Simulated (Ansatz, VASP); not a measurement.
Mo: VASP beside Ansatz

```
CELL_PARAMETERS angstrom
2.79609 0.00000 0.00000
-1.39805 2.42149 0.00000
0.00000 0.00000 4.95075
ATOMIC_POSITIONS crystal
Mo 0.33333 0.66667 0.25000
Mo 0.66667 0.33333 0.75000
```

Alike in both runs: task single point; functional PBE; k mesh 15 × 15 × 7; occupations fermi-dirac, width 0.1 eV; no spin polarisation.

|  | VASP | Ansatz |
| --- | --- | --- |
| version | VASP 6.6.1 | Ansatz 0.2.0 |
| potentials or method | VASP PAW PBE potentials, release 64 (Mo_sv), cutoff 520 eV | plane waves (420 eV) with PAW, scalar-relativistic |
| valence electrons in the cell | 28 | 28 |

|  | VASP | Ansatz | Ansatz less VASP |
| --- | --- | --- | --- |
| pressure (GPa) | -8.2 | -8.6 | -0.38 |
| traceless stress, the component that is largest in VASP (GPa) | 1.03 | 1.11 | +0.082 |

The functional is the same, so the differences come from potentials, cutoffs and numerics.
